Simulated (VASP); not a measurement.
# Ti6C in VASP: notebook, part 2 of 2

VASP 6.6.1. The steps go on from the part before.

## Step 3: Relaxation of the atoms, PBE

INCAR reads:

```
SYSTEM = Ti6C
PREC = Accurate
ENCUT = 520
EDIFF = 1E-7
ISMEAR = 0
SIGMA = 0.1
LREAL = .FALSE.
LASPH = .TRUE.
NELM = 120
ALGO = Normal
ISIF = 2
LWAVE = .FALSE.
LCHARG = .FALSE.
LDIPOL = .TRUE.
IDIPOL = 3
DIPOL = 0.5 0.5 0.364
GGA = PE
IBRION = 2
NSW = 36
EDIFFG = -0.025
GGA_COMPAT = .FALSE.
NELMIN = 4
NELMDL = -8
KPAR = 4
```

KPOINTS reads:

```
regular mesh
0
G
  9 6 1
  0 0 0
```

POSCAR reads:

```
Ti6C
1.0
    2.8319727860      0.0000000000      0.0000000000
    0.0000000000      4.5793473380      0.0000000000
    0.0000000000      0.0000000000     22.0506909065
Ti C
6 1
Selective dynamics
Direct
    0.5000000000      0.0000000000      0.1814002118  F F F
    0.0000000000      0.5000000000      0.2413504290  F F F
    0.5000000000      0.0000000000      0.3013006462  F F F
    0.5000000000      0.5000000000      0.3625816208  F F F
    0.0000000000      0.0000000000      0.4208167734  F F F
    0.5000000000      0.5000000000      0.4784743912  F F F
    0.5000000000      0.6000000000      0.5626814891  F F T
```

Potentials or basis: VASP PAW PBE potentials, release 64 (Ti_sv, C).

The run is started by

```sh
$ cat potpaw_PBE.64/Ti_sv/POTCAR potpaw_PBE.64/C/POTCAR > POTCAR
$ mpirun -np 4 vasp_std > vasp.out
```

OUTCAR:

```text
SYSTEM = Ti6C
   PREC = Accurate
   ENCUT = 520
   EDIFF = 1E-7
   ISMEAR = 0
   LREAL = .FALSE.
   LASPH = .TRUE.
   NELM = 120
   ISIF = 2
   GGA = PE
   IBRION = 2
   NSW = 36
   EDIFFG = -0.025
   NELMIN = 4
   NELMDL = -8

 ion  position               nearest neighbor table
   1  0.500  0.000  0.181-   3 2.64
   2  0.000  0.500  0.241-
   3  0.500  0.000  0.301-   1 2.64   4 2.66   4 2.66
   4  0.500  0.500  0.363-   6 2.56   3 2.66   3 2.66
   5  0.000  0.000  0.421-
   6  0.500  0.500  0.478-   7 1.91   4 2.56
   7  0.500  0.600  0.563-   6 1.91

  LATTYP: Found a simple orthorhombic cell.
 ALAT       =     2.8319727860
 B/A-ratio  =     1.6170167173
 C/A-ratio  =     7.7863357358

  Lattice vectors:

 A1 = (   2.8319727860,   0.0000000000,   0.0000000000)
 A2 = (   0.0000000000,   4.5793473380,   0.0000000000)
 A3 = (   0.0000000000,   0.0000000000,  22.0506909065)

[... 202 lines left out ...]
  Direction    XX          YY          ZZ          XY          YZ          ZX
  --------------------------------------------------------------------------------------
  -------------------------------------------------------------------------------------
  Total       -2.6299738     -4.0310779     -2.1963917      0.0000000      0.6352411      0.0000000
  in kB      -14.7348983    -22.5848343    -12.3056772      0.0000000      3.5590516      0.0000000
  external PRESSURE =     -16.5418033 kB  Pullay stress =       0.0000000 kB
[... 69 lines left out ...]
--------------------------------------- Ionic step        3  -------------------------------------------

 number of electron      76.0000000 magnetization

 dipolmoment           0.000000      0.000000      0.244067 electrons x Angstroem

 Free energy of the ion-electron system (eV)
  ---------------------------------------------------
  ext. energy  EPLUGINS =         0.00000000
  ---------------------------------------------------
  free energy    TOTEN  =       -48.17330048 eV

  energy without entropy =      -48.11499710  energy(sigma->0) =      -48.14414879

 E-fermi :   0.0795     XC(G=0):  -5.5507

 val. band max:        0.0739240643   @ k =   0.2222   0.1667   0.0000
 cond. band min:       0.0849070522   @ k =   0.3333   0.5000   0.0000
 fundamental gap:      0.0109829879
 Fermi energy:         0.0795350632

 k-point     1 :       0.0000    0.0000    0.0000
  band No.  band energies     occupation
      1     -56.8866      2.00000
      2     -56.7887      2.00000
      3     -56.7674      2.00000
      4     -56.5266      2.00000
      5     -56.4204      2.00000
      6     -55.9442      2.00000
[... 949 lines left out ...]
     44       1.0313      0.00000
     45       1.1484      0.00000

------------------------ aborting loop because EDIFF is reached ----------------------------------------

 vacuum level on the upper side and lower side of the slab       (xc-potential included)         1.546        -1.823

  FORCE on cell =-STRESS in cart. coord.  units (eV):
  Direction    XX          YY          ZZ          XY          YZ          ZX
  --------------------------------------------------------------------------------------
  -------------------------------------------------------------------------------------
  Total       -2.3885643     -3.8600926     -1.3987035      0.0000000      0.8920218      0.0000000
  in kB      -13.3823584    -21.6268589     -7.8364863      0.0000000      4.9977115      0.0000000
  external PRESSURE =     -14.2819012 kB  Pullay stress =       0.0000000 kB
[... 22 lines left out ...]
  FREE ENERGIE OF THE ION-ELECTRON SYSTEM (eV)
  ---------------------------------------------------
  free  energy   TOTEN  =       -48.1733004774 eV

  energy  without entropy=      -48.1149970960  energy(sigma->0) =      -48.14414879

 reached required accuracy - stopping structural energy minimisation

 vacuum level on the upper side and lower side of the slab         6.774         3.317
```

OSZICAR:

```text
N       E                     dE             d eps       ncg     rms          rms(c)
DAV:   1     0.953679692115E+03    0.95368E+03   -0.41123E+04  2040   0.172E+03
DAV:   2     0.804793019635E+02   -0.87320E+03   -0.86046E+03  1890   0.543E+02
DAV:   3    -0.322417729959E+02   -0.11272E+03   -0.10951E+03  2880   0.171E+02
[... 83 lines left out ...]
DAV:  20    -0.481733000309E+02   -0.34138E-06   -0.20208E-08  1093   0.709E-04    0.129E-04
DAV:  21    -0.481733002478E+02   -0.21692E-06   -0.14358E-08  1094   0.470E-04    0.238E-04
DAV:  22    -0.481733003501E+02   -0.10233E-06   -0.83339E-09  1078   0.402E-04    0.239E-04
DAV:  23    -0.481733004550E+02   -0.10487E-06   -0.94600E-09  1128   0.339E-04    0.147E-04
DAV:  24    -0.481733004774E+02   -0.22417E-07   -0.38335E-09  1078   0.253E-04
   3 F= -.48173300E+02 E0= -.48144149E+02  d E =-.894052E-02
```

CONTCAR:

```text
Ti6C
   1.00000000000000
     2.8319727860000001    0.0000000000000000    0.0000000000000000
     0.0000000000000000    4.5793473379999998    0.0000000000000000
     0.0000000000000000    0.0000000000000000   22.0506909065000016
  Ti              C
     6     1
Selective dynamics
Direct
     0.5000000000000000    0.0000000000000000    0.1814002118000033   F   F   F
     0.0000000000000000    0.5000000000000000    0.2413504290000006   F   F   F
     0.5000000000000000    0.0000000000000000    0.3013006461999979   F   F   F
     0.5000000000000000    0.5000000000000000    0.3625816208000003   F   F   F
     0.0000000000000000    0.0000000000000000    0.4208167733999986   F   F   F
     0.5000000000000000    0.5000000000000000    0.4784743912000025   F   F   F
     0.5000000000000000    0.6000000000000014    0.5608422923524757   F   F   T

  0.00000000E+00  0.00000000E+00  0.00000000E+00
  0.00000000E+00  0.00000000E+00  0.00000000E+00
  0.00000000E+00  0.00000000E+00  0.00000000E+00
  0.00000000E+00  0.00000000E+00  0.00000000E+00
  0.00000000E+00  0.00000000E+00  0.00000000E+00
  0.00000000E+00  0.00000000E+00  0.00000000E+00
  0.00000000E+00  0.00000000E+00  0.00000000E+00
```

Wall time 5.8 min (4 MPI ranks of Intel Xeon Platinum 8488C (Sapphire Rapids), shared host); peak memory 0.51 GiB.

What came out:

| Quantity | Value |
| --- | --- |
| Free energy | -48.1733 eV |
| Energy gained by relaxing | 1.3 meV/atom |
| Ionic steps | 3 |
| Band gap on the k mesh | zero (bands 38 and 39 overlap by 0.32 eV) |

Step by step:
```csv
step,energy change (eV),largest force on free atoms (eV/Å),pressure (GPa)
1,0.0000,0.4282,-1.65
2,-0.0067,0.2197,-1.54
3,-0.0089,0.0005,-1.43
```

Final structure:
```cif
data_structure
_symmetry_space_group_name_H-M 'P 1'
_symmetry_Int_Tables_number 1
_cell_length_a 2.8320
_cell_length_b 4.5793
_cell_length_c 22.0507
_cell_angle_alpha 90.000
_cell_angle_beta 90.000
_cell_angle_gamma 90.000
_cell_volume 285.97
loop_
_atom_site_label
_atom_site_type_symbol
_atom_site_fract_x
_atom_site_fract_y
_atom_site_fract_z
_atom_site_occupancy
Ti1 Ti 0.50000 0.00000 0.18140 1
Ti2 Ti 0.00000 0.50000 0.24135 1
Ti3 Ti 0.50000 0.00000 0.30130 1
Ti4 Ti 0.50000 0.50000 0.36258 1
Ti5 Ti 0.00000 0.00000 0.42082 1
Ti6 Ti 0.50000 0.50000 0.47847 1
C1 C 0.50000 0.60000 0.56084 1
```
